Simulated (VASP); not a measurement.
Input of a VASP 6.6.1 run:

INCAR

```
  PREC = Accurate
  ENCUT = 520
  EDIFF = 1E-6
  ISMEAR = 0
  SIGMA = 0.1
  LREAL = F
  LASPH = T
  NELM = 80
  ALGO = Normal
  ISIF = 2
  LWAVE = F
  LCHARG = T
  GGA = PS
  LELF = T
  LVHAR = T
  NBANDS = 44
```

The input KPOINTS:

```
Automatic mesh
0
Gamma
  10 10 6
```

The input POSCAR:

```
SnPPt5
1.0
    3.9959540000      0.0000000000      0.0000000000
    0.0000000000      3.9959540000      0.0000000000
    0.0000000000      0.0000000000      7.1602190000
Sn P Pt
1 1 5
Direct
    0.0000000000      0.0000000000      0.0000000000
    0.5000000000      0.5000000000      0.5000000000
    0.5000000000      0.5000000000      0.0000000000
    0.5000000000      0.0000000000      0.7003320000
    0.0000000000      0.5000000000      0.7003320000
    0.5000000000      0.0000000000      0.2996680000
    0.0000000000      0.5000000000      0.2996680000
```

Potentials or basis: VASP PAW PBE potentials, release 64 (Sn_d, P, Pt).

The run is started by

```console
$ cat potpaw_PBE.64/Sn_d/POTCAR potpaw_PBE.64/P/POTCAR potpaw_PBE.64/Pt/POTCAR > POTCAR
$ mpirun -np 1 vasp_std > vasp.out
```

**Question.** Predict the largest force.

**Answer.** 0.049 eV/Å.

**Question.** Estimate the pressure.

**Answer.** -8.6 GPa.

Forces in eV/Å, atoms in the order of the input:
```
Sn   0.000  0.000  0.000
P    0.000  0.000  0.000
Pt   0.000  0.000  0.000
Pt   0.000  0.000 -0.049
Pt   0.000  0.000 -0.049
Pt   0.000  0.000  0.049
Pt   0.000  0.000  0.049
```

Caveat: the cell stands under tension; the PAW data sets were made with another functional, which shifts forces and pressure a little.
